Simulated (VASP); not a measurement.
Au:

```xyz
2
Lattice="2.9000 0.0000 0.0000 -1.4500 2.5115 0.0000 0.0000 0.0000 4.8800" Properties=species:S:1:pos:R:3 pbc="T T T"
Au    0.0000    1.6743    3.6600
Au    1.4500    0.8372    1.2200
```

Base run:

```yaml
Program: VASP 6.6.1
Functional: PBE
Potentials_or_basis: VASP PAW PBE potentials, release 64 (Au)
Cutoff: 520 eV
k_mesh: 14 × 14 × 8
Occupations: fermi-dirac, width 0.03 eV
Spin: no spin polarisation
```

Its results: band gap on the k mesh zero (band 11 reaches 12.56 eV, above the bottom of band 12 at 6.20 eV); pressure 1.8 GPa.

The run is repeated on the same cell with these changes: potentials or basis from VASP PAW PBE potentials, release 64 (Au) to VASP PAW PBE potentials, release 64 (Au_sv_GW); cutoff from 520 eV to 400 eV; further incar settings from ALGO = Normal; EDIFF = 1e-08; NBANDS = 18 to ALGO = Normal; EDIFF = 1e-08; NBANDS = 26; valence electrons from 22 to 38. What comes out?

Band gap on the k mesh zero (band 19 reaches 11.95 eV, above the bottom of band 20 at 5.57 eV); pressure -2.0 GPa.

Caveats: spin-orbit coupling is left out, which moves the levels of the heavy elements.
